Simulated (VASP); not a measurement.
A run of VASP 6.6.1 is set up as follows.

File INCAR:

```
PREC = Accurate ; ENCUT = 600
EDIFF = 1E-7 ; ISMEAR = 0
SIGMA = 0.1 ; LREAL = False
LASPH = True ; NELM = 100
ALGO = Normal ; ISIF = 3
LWAVE = False ; LCHARG = False
GGA = PS ; IBRION = 2
NSW = 100 ; EDIFFG = -0.005
```

The input KPOINTS:

```
Automatic mesh
0
Gamma
  12 12 12
```

POSCAR

```
Zr3S2
1.0
    2.9025379727      1.6757810799      3.4877732718
   -2.9025379727      1.6757810799      3.4877732718
    0.0000000000     -3.3515621597      3.4877732718
Zr S
3 2
Direct
    0.1612730000      0.8387270000      0.5000000000
    0.5000000000      0.1612730000      0.8387270000
    0.8387270000      0.5000000000      0.1612730000
    0.3349770000      0.3349770000      0.3349770000
    0.6650230000      0.6650230000      0.6650230000
```

Potentials or basis: VASP PAW PBE potentials, release 64 (Zr_sv, S).

Launch:

```console
$ cat potpaw_PBE.64/Zr_sv/POTCAR potpaw_PBE.64/S/POTCAR > POTCAR
$ mpirun -np 1 vasp_std > vasp.out
```

Question: Predict the space group after relaxing (to 0.1 Å).

Answer: R32 (No. 155).

Question: Predict the band gap on the k mesh.

Answer: Zero (bands 24 and 25 overlap by 0.34 eV).

Question: What does it give for the relaxed volume?

Answer: 19.55 Å³/atom.

Step by step:
```
step  energy change (eV)  largest force (eV/Å)  pressure (GPa)  volume (Å³)
   1              0.0000                0.1371           -4.93       101.79
   2              0.0486                0.2348            7.65        92.83
   3             -0.0652                0.0034           -0.07        97.80
   4             -0.0652                0.0066            0.04        97.72
   5             -0.0652                0.0031           -0.05        97.78
   6             -0.0652                0.0033           -0.02        97.76
```

Caveat: the PAW data sets were made with another functional, which shifts forces and pressure a little.
